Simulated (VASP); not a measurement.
Wanted: the native input for a VASP 6.6.1 run.

| Quantity | Value |
| --- | --- |
| Task | single point |
| Functional | PBE |
| Potentials or basis | VASP PAW PBE potentials, release 64 (Si, C) |
| Cutoff | 520 eV |
| k mesh | 1 × 1 × 1 |
| Occupations | gaussian, width 0.05 eV |
| Spin | collinear spin, zero start |
| Starting moments | [0.0, 0.0, 0.0, 0.0, 0.0, 0.0, 0.0, 0.0, 0.0, 0.0, 0.0, 0.0, 0.0, 0.0, 0.0, 0.0, 0.0] μB |
| Dipole correction | no |
| Further INCAR settings | LREAL = Auto; ALGO = Normal; EDIFF = 1e-06; NBANDS = 52 |

The structure of Si16C (a cell with a defect) lies in POSCAR:

```
Si16C
1.0
    0.0000000000      5.4300000000      5.4300000000
    5.4300000000      0.0000000000      5.4300000000
    5.4300000000      5.4300000000      0.0000000000
Si C
16 1
Direct
    0.1489186004     -0.0210187845     -0.2359292818
    0.0611989871      0.5021159300      0.1911859116
   -0.0327731123     -0.1453364641      0.4531664825
    0.0214794659      0.1345000921      0.4512770718
    0.2840447514      0.4311025783     -0.2395167587
    0.1448500921      0.7629570902      0.1459418048
   -0.1826430939      0.5861025783      0.5161594843
    0.0160821363      0.3783526703      0.7524016575
    0.9892462247     -0.2871979742     -0.1762186004
    0.6500121547      0.3145106814      0.5210108656
    0.4770645488     -0.0759656538      0.4380993554
    0.6539030387     -0.1995954880      0.7163301105
    0.4870737569      0.7312133517      0.0774628913
    0.7269344383      0.7667322284      0.1562756906
    0.4051298343      0.1350127072      0.6112178637
    0.3258912523      0.7305546041      0.4381796501
    0.5730441068      0.5692371087      0.3163127993
```

These files were run (other wordings do the same):

INCAR

```
SYSTEM = Si16C
PREC = Accurate ; ENCUT = 520
EDIFF = 1E-6 ; ISMEAR = 0
SIGMA = 0.05 ; LREAL = Auto
LASPH = .TRUE. ; NELM = 150
ALGO = Normal ; ISIF = 2
LWAVE = .FALSE. ; LCHARG = .TRUE.
ISPIN = 2 ; MAGMOM = 0 0 0 0 0 0 0 0 0 0 0 0 0 0 0 0 0
LORBIT = 11 ; GGA = PE
LELF = .TRUE. ; LVHAR = .TRUE.
NBANDS = 52
```

KPOINTS

```
regular mesh
0
G
  1 1 1
  0 0 0
```

Potentials or basis: VASP PAW PBE potentials, release 64 (Si, C).

Command:

```sh
$ cat potpaw_PBE.64/Si/POTCAR potpaw_PBE.64/C/POTCAR > POTCAR
$ mpirun -np 1 vasp_gam > vasp.out
```

Results of the run:

- Pressure: 11.0 GPa
- Largest force: 3.752 eV/Å
- Net moment: 0.00 μB per cell
- Valence electrons inside the program's atomic spheres: Si 1.65, 1.67, 1.70, 1.62, 1.72, 1.61, 1.64, 1.69, 1.71, 1.68, 1.74 (each value once); C 2.57

Caveat: the k points lie up to 1.00 Å⁻¹ apart, too coarse for converged energies, forces and pressures.

Run time: 4.2 min on 1 thread of Intel Xeon 8259CL (shared host), peak memory 0.61 GiB.
